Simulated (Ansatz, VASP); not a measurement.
## One calculation of Sn, two programs

File INCAR:

```
SYSTEM = Sn
PREC     = Accurate       ! precision mode
ENCUT    = 600            ! plane-wave cutoff, eV
EDIFF    = 1E-7           ! SCF threshold, eV
ISMEAR   = -1             ! smearing method
SIGMA    = 0.05           ! smearing width, eV
LREAL    = .FALSE.        ! projectors in reciprocal space
LASPH    = .TRUE.         ! aspherical terms in the spheres
NELM     = 60             ! most SCF steps
ALGO     = Normal         ! electronic algorithm
ISIF     = 3              ! what is computed and relaxed
LWAVE    = .FALSE.        ! write WAVECAR
LCHARG   = .FALSE.        ! write CHGCAR
GGA      = PE             ! functional
IBRION   = 2              ! ionic algorithm
NSW      = 60             ! ionic steps
EDIFFG   = -0.005         ! ionic threshold
```

Contents of KPOINTS:

```
regular mesh
0
G
  15 15 15
  0 0 0
```

File POSCAR:

```
Sn
1.0
   -1.9129311828      1.9129311828      1.9129311828
    1.9129311828     -1.9129311828      1.9129311828
    1.9129311828      1.9129311828     -1.9129311828
Sn
1
Direct
    0.0000000000      0.0000000000      0.0000000000
```

Input for Ansatz:

```yaml
crystal:
  lattice:
    - [-1.9129311828, 1.9129311828, 1.9129311828]
    - [1.9129311828, -1.9129311828, 1.9129311828]
    - [1.9129311828, 1.9129311828, -1.9129311828]
  atoms:
    - { symbol: Sn, position: [0.0, 0.0, 0.0] }
kpoints:
  mp_grid: { grid: [15, 15, 15] }
scf:
  occupations: { method: fermi_dirac, width: 0.05 }
hamiltonian:
  xc: pbe
  pseudopotentials: { kind: paw }
output:
  forces: true
  stress: true
relax:
  f_tol: 0.005
  max_steps: 40
  cell: {}
```

Alike in both runs: task relaxation of cell and atoms; functional PBE; k mesh 15 × 15 × 15; occupations fermi-dirac, width 0.05 eV; no spin polarisation.

```csv
,VASP,Ansatz
version,VASP 6.6.1,Ansatz 0.2.0
potentials or method,"VASP PAW PBE potentials, release 64 (Sn_d)","PAW with Ansatz's default frozen-core files, scalar-relativistic"
plane-wave cutoff (eV),600,420
valence electrons in the cell,14,14
```

|  | VASP | Ansatz | Ansatz less VASP |
| --- | --- | --- | --- |
| relaxed volume (Å³/atom) | 27.59 | 27.61 | +0.021 |
| relaxed cell length with the largest relative difference (Å) | 3.297 | 3.298 | +0.0008 |
